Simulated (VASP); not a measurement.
Here is a VASP 6.6.1 calculation.

INCAR

```
PREC = Accurate ; ENCUT = 600
EDIFF = 1E-6 ; ISMEAR = 0
SIGMA = 0.15 ; LREAL = False
LASPH = True ; NELM = 120
ALGO = Normal ; ISIF = 2
LWAVE = False ; LCHARG = False
GGA = PS ; IVDW = 12
NBANDS = 28 ; GGA_COMPAT = False
```

The input KPOINTS:

```
regular mesh
0
Gamma
  12 12 10
```

POSCAR

```
SnO
1.0
    3.7703910616      0.0000000000      0.0000000000
    0.0000000000      3.7703910616      0.0000000000
    0.0000000000      0.0000000000      4.5633702865
Sn O
2 2
Direct
    0.0000000000      0.5000000000      0.2532585894
    0.5000000000      0.0000000000      0.7467414106
   -0.0105586161     -0.0105586161      0.0000000000
    0.5000000000      0.5000000000      0.0000000000
```

Potentials or basis: VASP PAW PBE potentials, release 64 (Sn_d, O).

Command:

```console
$ cat potpaw_PBE.64/Sn_d/POTCAR potpaw_PBE.64/O/POTCAR > POTCAR
$ mpirun -np 1 vasp_std > vasp.out
```

Task: Estimate the largest force.

Result: 0.498 eV/Å.

Task: Estimate the dispersion energy per atom.

Result: -0.233 eV.

Task: What does it give for the pressure?

Result: 0.3 GPa.

Forces on the atoms (eV/Å):
```
Sn  -0.033 -0.134  0.102
Sn  -0.134 -0.033 -0.102
O    0.352  0.352  0.000
O   -0.185 -0.185  0.000
```

Caveat: the cell differs from its parent crystal (atom 3 (O) moved +0.056 Å towards its neighbour atom 4 (O) at 2.666 Å); the PAW data sets were made with another functional, which shifts forces and pressure a little.
